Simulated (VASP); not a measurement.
# Nd (Fm-3m) in VASP: single point with PBE+U

Aim: the single point of Nd with PBE+U.

All numbers are computed with VASP 6.6.1; they aren't measurements. Logs are shortened: lines on timing, memory, paths and dates and some standing lists are left out, and cuts for length are marked.

## (1) The cell of the first run

Symmetry: Fm-3m, No. 225, cubic system. The conventional cell has a = 5.210 Å, b = 5.210 Å, c = 5.210 Å, α = 90.00°, β = 90.00°, γ = 90.00°. Within 4.8 Å of Nd (site symmetry m-3m) lie 12 Nd at 3.68 Å.

This isn't the form of Nd at room conditions, which is double hcp.

## (2) Single point, PBE+U, collinear spin, ferromagnetic start

Contents of INCAR:

```
SYSTEM = Nd
PREC = Accurate ; ENCUT = 600
EDIFF = 1E-6 ; ISMEAR = 1
SIGMA = 0.025 ; LREAL = .False.
LASPH = .True. ; NELM = 200
ALGO = Normal ; ISIF = 2
LWAVE = .False. ; LCHARG = .False.
ISPIN = 2 ; MAGMOM = 3
LORBIT = 11 ; LMAXMIX = 6
LDAU = .True. ; LDAUTYPE = 2
LDAUL = 3 ; LDAUU = 6
LDAUJ = 0 ; LDAUPRINT = 1
GGA = PE ; NBANDS = 17
GGA_COMPAT = .False.
```

Contents of KPOINTS:

```
Automatic mesh
0
Gamma
  9 9 9
  0 0 0
```

Contents of POSCAR:

```
Nd
1.0
    0.0000000000      2.6049204508      2.6049204508
    2.6049204508      0.0000000000      2.6049204508
    2.6049204508      2.6049204508      0.0000000000
Nd
1
Direct
    0.0000000000      0.0000000000      0.0000000000
```

Potentials or basis: VASP PAW PBE potentials, release 64 (Nd).

Launch:

```sh
$ cat potpaw_PBE.64/Nd/POTCAR > POTCAR
$ mpirun -np 1 vasp_std > vasp.out
```

OUTCAR:

```text
SYSTEM = Nd
   PREC = Accurate
   ENCUT = 600
   EDIFF = 1E-6
   ISMEAR = 1
   LREAL = .False.
   LASPH = .True.
   NELM = 200
   ISIF = 2
   ISPIN = 2
   LORBIT = 11
   GGA = PE

 ion  position               nearest neighbor table
   1  0.000  0.000  0.000-

  LATTYP: Found a face centered cubic cell.
 ALAT       =     5.2098409016

  Lattice vectors:

 A1 = (   0.0000000000,   2.6049204508,   2.6049204508)
 A2 = (   2.6049204508,   0.0000000000,   2.6049204508)
 A3 = (   2.6049204508,   2.6049204508,   0.0000000000)

Analysis of symmetry for initial positions (statically):
=====================================================================
 Subroutine PRICEL returns:
 Original cell was already a primitive cell.

 Routine SETGRP: Setting up the symmetry group for a
 face centered cubic supercell.

 Subroutine GETGRP returns: Found 48 space group operations
 (whereof 48 operations were pure point group operations)
 out of a pool of 48 trial point group operations.

The static configuration has the point symmetry O_h .

Analysis of symmetry for dynamics (positions and initial velocities):
=====================================================================
 Subroutine PRICEL returns:
 Original cell was already a primitive cell.

 Routine SETGRP: Setting up the symmetry group for a
 face centered cubic supercell.

 Subroutine GETGRP returns: Found 48 space group operations
 (whereof 48 operations were pure point group operations)
 out of a pool of 48 trial point group operations.

The dynamic configuration has the point symmetry O_h .

Analysis of structural, dynamic, and magnetic symmetry:
=====================================================================
 Subroutine PRICEL returns:
 Original cell was already a primitive cell.

 Routine SETGRP: Setting up the symmetry group for a
 face centered cubic supercell.

 Subroutine GETGRP returns: Found 48 space group operations
 (whereof 48 operations were pure point group operations)
 out of a pool of 48 trial point group operations.

The overall configuration has the point symmetry O_h .

 Subroutine INISYM returns: Found 48 space group operations
 (whereof 48 operations are pure point group operations),
 and found     1 'primitive' translations

----------------------------------------------------------------------------------------

                                     Primitive cell

  volume of cell :      35.3520

  direct lattice vectors                    reciprocal lattice vectors
     0.000000000  2.604920451  2.604920451    -0.191944441  0.191944441  0.191944441
     2.604920451  0.000000000  2.604920451     0.191944441 -0.191944441  0.191944441
     2.604920451  2.604920451  0.000000000     0.191944441  0.191944441 -0.191944441

  length of vectors
     3.683913830  3.683913830  3.683913830     0.332457524  0.332457524  0.332457524

  position of ions in fractional coordinates (direct lattice)
     0.000000000  0.000000000  0.000000000

  ion indices of the primitive-cell ions
   primitive index   ion index
[... 99 lines left out ...]
   angular momentum for each species LDAUL =     3
   U (eV)           for each species LDAUU =   6.0
   J (eV)           for each species LDAUJ =   0.0
   GGA     = PE    functional components
   LHFCALC =     F    Hartree Fock is set to
   AEXX    =    0.0000 exact exchange contribution
   IVDW    =     0    specifies the selected vdW correction
   LEPSILON=     F    determine dielectric tensor
   LRPA    =     F    only Hartree local field effects (RPA)
 spin polarized calculation
 Methfessel and Paxton  Order N= 1 SIGMA  =   0.03
  energy-cutoff  :      600.00
  volume of cell :       35.35
 maximum number of plane-waves:      1243
 NGX is ok and might be reduce to    30
   NGX = 15   NGY = 15   NGZ = 15

atom =   1  type =  1  l = 3

 onsite density matrix

spin component  1

  0.6113 -0.0000  0.4730  0.0000  0.0000 -0.0000  0.0000
 -0.0000  0.1830 -0.0000 -0.0000  0.0000  0.0000  0.0000
  0.4730 -0.0000  0.3670  0.0000  0.0000  0.0000 -0.0000
  0.0000 -0.0000  0.0000  0.9777 -0.0000  0.0000 -0.0000
  0.0000  0.0000  0.0000 -0.0000  0.3670  0.0000 -0.4730
 -0.0000  0.0000  0.0000  0.0000  0.0000  0.0006 -0.0000
  0.0000  0.0000 -0.0000 -0.0000 -0.4730 -0.0000  0.6113

spin component  2

  0.0008  0.0000  0.0002 -0.0000  0.0000  0.0000 -0.0000
  0.0000  0.0010  0.0000 -0.0000 -0.0000 -0.0000 -0.0000
  0.0002  0.0000  0.0007 -0.0000  0.0000 -0.0000 -0.0000
 -0.0000 -0.0000 -0.0000  0.0009 -0.0000 -0.0000  0.0000
  0.0000 -0.0000  0.0000 -0.0000  0.0007 -0.0000 -0.0002
  0.0000 -0.0000 -0.0000 -0.0000 -0.0000  0.0005  0.0000
 -0.0000 -0.0000 -0.0000  0.0000 -0.0002  0.0000  0.0008

 occupancies and eigenvectors

  o =  0.0005  v =  0.0000  0.0000  0.0000  0.0000  0.0000  0.0000  0.0000 -0.0000  0.0000  0.0000  0.0000  0.0000  1.0000  0.0000      0.0000  0.0000  0.0000  0.0000  0.0000  0.0000  0.0000  0.0000  0.0000  0.0000  0.0000  0.0000  0.0000  0.0000
  o =  0.0005  v =  0.0000  0.0000  0.0000  0.0000  0.0000  0.0000  0.0000  0.6124 -0.0000 -0.7906  0.0000  0.0003  0.0000  0.0002      0.0000  0.0000  0.0000  0.0000  0.0000  0.0000  0.0000  0.0000  0.0000  0.0000  0.0000  0.0000  0.0000  0.0000
  o =  0.0005  v =  0.0000  0.0000  0.0000  0.0000  0.0000  0.0000  0.0000 -0.0002  0.0000  0.0003 -0.0000  0.7906 -0.0000  0.6124      0.0000  0.0000  0.0000  0.0000  0.0000  0.0000  0.0000  0.0000  0.0000  0.0000  0.0000  0.0000  0.0000  0.0000
  o =  0.0006  v =  0.6124  0.0000 -0.7906 -0.0000 -0.0000  0.0000 -0.0000  0.0000  0.0000  0.0000  0.0000  0.0000  0.0000  0.0000      0.0000  0.0000  0.0000  0.0000  0.0000  0.0000  0.0000  0.0000  0.0000  0.0000  0.0000  0.0000  0.0000  0.0000
  o =  0.0006  v =  0.0000 -0.0000 -0.0000 -0.0000  0.7906 -0.0004  0.6124  0.0000  0.0000  0.0000  0.0000  0.0000  0.0000  0.0000      0.0000  0.0000  0.0000  0.0000  0.0000  0.0000  0.0000  0.0000  0.0000  0.0000  0.0000  0.0000  0.0000  0.0000
  o =  0.0006  v =  0.0000 -0.0000 -0.0000 -0.0000  0.0003  1.0000  0.0002  0.0000  0.0000  0.0000  0.0000  0.0000  0.0000  0.0000      0.0000  0.0000  0.0000  0.0000  0.0000  0.0000  0.0000  0.0000  0.0000  0.0000  0.0000  0.0000  0.0000  0.0000
  o =  0.0009  v =  0.0000  0.0000  0.0000  0.0000  0.0000  0.0000  0.0000  0.7905 -0.0000  0.6123  0.0000 -0.0073  0.0000  0.0094      0.0000  0.0000  0.0000  0.0000  0.0000  0.0000  0.0000  0.0000  0.0000  0.0000  0.0000  0.0000  0.0000  0.0000
  o =  0.0009  v =  0.0000  0.0000  0.0000  0.0000  0.0000  0.0000  0.0000  0.0094 -0.0000  0.0073  0.0000  0.6123 -0.0000 -0.7905      0.0000  0.0000  0.0000  0.0000  0.0000  0.0000  0.0000  0.0000  0.0000  0.0000  0.0000  0.0000  0.0000  0.0000
  o =  0.0009  v =  0.0000  0.0000  0.0000  0.0000  0.0000  0.0000  0.0000  0.0000 -0.0000  0.0000 -1.0000  0.0000  0.0000 -0.0000      0.0000  0.0000  0.0000  0.0000  0.0000  0.0000  0.0000  0.0000  0.0000  0.0000  0.0000  0.0000  0.0000  0.0000
  o =  0.0010  v =  0.0000  0.0000  0.0000  0.0000  0.0000  0.0000  0.0000  0.0000  1.0000  0.0000 -0.0000  0.0000 -0.0000 -0.0000      0.0000  0.0000  0.0000  0.0000  0.0000  0.0000  0.0000  0.0000  0.0000  0.0000  0.0000  0.0000  0.0000  0.0000
  o =  0.1830  v =  0.0000 -1.0000 -0.0000 -0.0000 -0.0000 -0.0000  0.0000  0.0000  0.0000  0.0000  0.0000  0.0000  0.0000  0.0000      0.0000  0.0000  0.0000  0.0000  0.0000  0.0000  0.0000  0.0000  0.0000  0.0000  0.0000  0.0000  0.0000  0.0000
  o =  0.9777  v =  0.0000  0.0000 -0.0000 -1.0000 -0.0003  0.0000  0.0004  0.0000  0.0000  0.0000  0.0000  0.0000  0.0000  0.0000      0.0000  0.0000  0.0000  0.0000  0.0000  0.0000  0.0000  0.0000  0.0000  0.0000  0.0000  0.0000  0.0000  0.0000
  o =  0.9777  v =  0.0000 -0.0000 -0.0000  0.0005 -0.6124 -0.0000  0.7906  0.0000  0.0000  0.0000  0.0000  0.0000  0.0000  0.0000      0.0000  0.0000  0.0000  0.0000  0.0000  0.0000  0.0000  0.0000  0.0000  0.0000  0.0000  0.0000  0.0000  0.0000
  o =  0.9777  v = -0.7906  0.0000 -0.6124 -0.0000 -0.0000  0.0000 -0.0000  0.0000  0.0000  0.0000  0.0000  0.0000  0.0000  0.0000      0.0000  0.0000  0.0000  0.0000  0.0000  0.0000  0.0000  0.0000  0.0000  0.0000  0.0000  0.0000  0.0000  0.0000

 number of electron      13.9999999 magnetization       3.6551977

 Free energy of the ion-electron system (eV)
  ---------------------------------------------------
  ext. energy  EPLUGINS =         0.00000000
  ---------------------------------------------------
  free energy    TOTEN  =        -5.07236290 eV

  energy without entropy =       -5.07226607  energy(sigma->0) =       -5.07233062

 E-fermi :   4.6409     XC(G=0):  -9.7935

 val. band max:        4.6214641757   @ k =  -0.2222   0.3333   0.1111
 cond. band min:       4.6490902989   @ k =  -0.3333   0.4444   0.1111
 fundamental gap:      0.0276261231
 Fermi energy:         4.6409139488

 spin component 1

 k-point     1 :       0.0000    0.0000    0.0000
  band No.  band energies     occupation
      1     -33.3840      1.00000
      2     -13.9623      1.00000
      3     -13.9623      1.00000
      4     -13.9623      1.00000
      5       0.4441      1.00000
      6       0.4442      1.00000
[... 943 lines left out ...]
      6       3.8291      1.00000
[... 9 lines left out ...]
     16      11.0673      0.00000
     17      11.0908      0.00000

 [... further k-points ...]

------------------------ aborting loop because EDIFF is reached ----------------------------------------

  FORCE on cell =-STRESS in cart. coord.  units (eV):
  Direction    XX          YY          ZZ          XY          YZ          ZX
  --------------------------------------------------------------------------------------
  -------------------------------------------------------------------------------------
  Total        0.3773876      0.3773876      0.3773876      0.0000000      0.0000000      0.0000000
  in kB       17.1034951     17.1034951     17.1034951      0.0000000      0.0000000      0.0000000
  external PRESSURE =      17.1034951 kB  Pullay stress =       0.0000000 kB

 VOLUME and BASIS-vectors are now :
 -----------------------------------------------------------------------------
  energy-cutoff  :      600.00
  volume of cell :       35.35
      direct lattice vectors                 reciprocal lattice vectors
     0.000000000  2.604920451  2.604920451    -0.191944441  0.191944441  0.191944441
     2.604920451  0.000000000  2.604920451     0.191944441 -0.191944441  0.191944441
     2.604920451  2.604920451  0.000000000     0.191944441  0.191944441 -0.191944441

 POSITION                                       TOTAL-FORCE (eV/Angst)
 -----------------------------------------------------------------------------------
      0.00000      0.00000      0.00000        -0.000000     -0.000000     -0.000000
 -----------------------------------------------------------------------------------
    total drift:                               -0.000000     -0.000000     -0.000000

  FREE ENERGIE OF THE ION-ELECTRON SYSTEM (eV)
  ---------------------------------------------------
  free  energy   TOTEN  =        -5.0723629020 eV

  energy  without entropy=       -5.0722660709  energy(sigma->0) =       -5.07233062

 total charge

# of ion       s       p       d       f       tot
--------------------------------------------------
    1        2.024   5.321   0.616   3.121  11.082

 magnetization (x)

# of ion       s       p       d       f       tot
--------------------------------------------------
    1       -0.008  -0.090   0.148   3.110   3.160
```

Wall time 8.7 min (1 thread of Intel Xeon 8259CL, shared host); peak memory 0.23 GiB.

Results:

```yaml
Free_energy: -5.0724 eV
Pressure: 1.7 GPa
Net_moment: 3.66 μB per cell
Site_moments: Nd +3.16 μB
Valence_electrons_inside_the_program's_atomic_spheres: Nd 11.08
```

Eigenvalues of the final occupation matrices:
```csv
site,spin,trace,eigenvalues
site 1 f,1,3.12,0.00 0.00 0.00 0.18 0.98 0.98 0.98
site 1 f,2,0.01,0.00 0.00 0.00 0.00 0.00 0.00 0.00
```

Caveat: the magnetic or orbital state may not be the lowest; spin-orbit coupling is left out, which moves the levels of the heavy elements. The state reached can hang on the start; a lower one may exist.
